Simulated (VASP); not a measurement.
The system is Se.

```
CELL_PARAMETERS angstrom
3.09391 0.00000 0.00000
0.00000 3.09391 0.00000
0.00000 0.00000 2.50118
ATOMIC_POSITIONS crystal
Se 0.00000 0.00000 0.00000
```

The cell was built from a structure type or drawn by symmetry, and may not be a known phase.

* Program: VASP 6.6.1
* Task: relaxation of cell and atoms
* Functional: PBE
* Potentials or basis: VASP PAW PBE potentials, release 64 (Se)
* Cutoff: 600 eV
* k mesh: 18 × 18 × 22
* Occupations: gaussian, width 0.1 eV
* Spin: no spin polarisation

At the start: pressure 1.6 GPa; volume 23.94 Å³/atom.

**Question.** Where does the relaxation end?

**Answer.** Over 12 steps the energy falls by 159.5 meV/atom and the volume is 22.68 Å³/atom (-5.3 %); space group P4/mmm (No. 123, to 0.1 Å) before, Pm-3m (No. 221, to 0.1 Å).

Step by step:
```
step  energy change (eV)  largest force (eV/Å)  pressure (GPa)  volume (Å³)
   1              0.0000                0.0000            1.62        23.94
   2             -0.0989                0.0000           -3.76        24.71
   3             -0.1064                0.0000           -5.69        25.20
   4             -0.1551                0.0000           -0.50        22.95
   5             -0.1553                0.0000           -0.93        23.08
   6             -0.1553                0.0000           -0.79        23.04
   7             -0.1576                0.0000           -0.46        22.88
   8             -0.1594                0.0000            0.14        22.65
   9             -0.1594                0.0000            0.30        22.59
  10             -0.1594                0.0000            0.22        22.62
  11             -0.1595                0.0000           -0.06        22.71
  12             -0.1595                0.0000            0.04        22.68
```

Final structure:
```cif
data_structure
_symmetry_space_group_name_H-M 'P 1'
_symmetry_Int_Tables_number 1
_cell_length_a 2.8281
_cell_length_b 2.8281
_cell_length_c 2.8353
_cell_angle_alpha 90.000
_cell_angle_beta 90.000
_cell_angle_gamma 90.000
_cell_volume 22.68
loop_
_atom_site_label
_atom_site_type_symbol
_atom_site_fract_x
_atom_site_fract_y
_atom_site_fract_z
_atom_site_occupancy
Se1 Se 0.00000 0.00000 0.00000 1
```
